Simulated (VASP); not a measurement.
Crystal: Re.

```xyz
2
Lattice="2.4054 0.0000 0.0000 -1.2027 2.0831 0.0000 0.0000 0.0000 3.8799" Properties=species:S:1:pos:R:3 pbc="T T T"
Re    0.0000    1.3887    0.9700
Re    1.2027    0.6944    2.9099
```

This cell differs from its parent crystal: volume scaled by 0.65.

Base run:

```yaml
Program: VASP 6.6.1
Functional: PBE
Potentials_or_basis: VASP PAW PBE potentials, release 64 (Re)
Cutoff: 520 eV
k_mesh: 16 × 16 × 9
Occupations: fermi-dirac, width 0.08 eV
Spin: no spin polarisation
```

Its results: band gap on the k mesh zero (band 7 reaches 17.19 eV, above the bottom of band 8 at 11.17 eV); pressure 400.3 GPa.

Q: The run is repeated on the same cell with these changes: potentials or basis from VASP PAW PBE potentials, release 64 (Re) to VASP PAW PBE potentials, release 64 (Re_sv_GW); cutoff from 520 eV to 500 eV; further incar settings from ALGO = Normal; EDIFF = 1e-07; NBANDS = 14 to ALGO = Normal; EDIFF = 1e-06; NBANDS = 22; valence electrons from 14 to 30. What comes out?

A: Band gap on the k mesh zero (band 15 reaches 24.56 eV, above the bottom of band 16 at 18.75 eV); pressure 388.8 GPa.

Caveats: spin-orbit coupling is left out, which moves the levels of the heavy elements.
